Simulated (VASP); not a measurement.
Set up this calculation in VASP 6.6.1, as the native input.

```
Task                   : single point
Functional             : r2SCAN
Potentials or basis    : VASP PAW PBE potentials, release 64 (Ca_sv, Se)
Cutoff                 : 520 eV
k mesh                 : 6 × 6 × 6
Occupations            : gaussian, width 0.01 eV
Spin                   : no spin polarisation
Dipole correction      : no
Further INCAR settings : ALGO = Normal; EDIFF = 1e-06; NBANDS = 15
```

The system is CaSe.

```
Ca Se
1.0
     0.00000    3.24643    3.24643
     3.24643    0.00000    3.24643
     3.24643    3.24643    0.00000
Ca Se
1 1
Direct
  0.00000 0.00000 0.00000
  0.25000 0.25000 0.25000
```

This cell differs from its parent crystal: volume changed by -3%.

The input as run:

POSCAR

```
CaSe
1.0
    0.0000000000      3.2464322208      3.2464322208
    3.2464322208      0.0000000000      3.2464322208
    3.2464322208      3.2464322208      0.0000000000
Ca Se
1 1
Direct
    0.0000000000      0.0000000000      0.0000000000
    0.2500000000      0.2500000000      0.2500000000
```

INCAR.step1

```
  PREC = Accurate
  ENCUT = 520
  ISMEAR = 0
  SIGMA = 0.01
  LREAL = F
  LASPH = T
  NELM = 80
  NBANDS = 15
  GGA = PE
  ALGO = Normal
  EDIFF = 1E-4
  LWAVE = T
  LCHARG = F
```

INCAR.step2

```
  PREC = Accurate
  ENCUT = 520
  EDIFF = 1E-6
  ISMEAR = 0
  SIGMA = 0.01
  LREAL = F
  LASPH = T
  NELM = 80
  ALGO = Normal
  ISIF = 2
  LWAVE = F
  LCHARG = T
  METAGGA = R2SCAN
  LMIXTAU = T
  LELF = T
  LVHAR = T
  NBANDS = 15
  ISTART = 1
```

KPOINTS

```
regular mesh
0
Gamma
  6 6 6
```

Potentials or basis: VASP PAW PBE potentials, release 64 (Ca_sv, Se).

Run with:

```sh
$ cat potpaw_PBE.64/Ca_sv/POTCAR potpaw_PBE.64/Se/POTCAR > POTCAR
$ cp INCAR.step1 INCAR
$ mpirun -np 1 vasp_std > vasp.out
$ cp INCAR.step2 INCAR
$ mpirun -np 1 vasp_std > vasp.out
```

Results of the run:

- Pressure: 1.3 GPa
- Band gap on the k mesh: 3.79 eV, indirect (least direct gap 3.89 eV)

Caveat: the PAW data sets were made with another functional, which shifts forces and pressure a little.

Run time: 85 s on 1 thread of AMD EPYC 7R43 64-Core Processor (Zen 3) (shared host), peak memory 0.18 GiB.
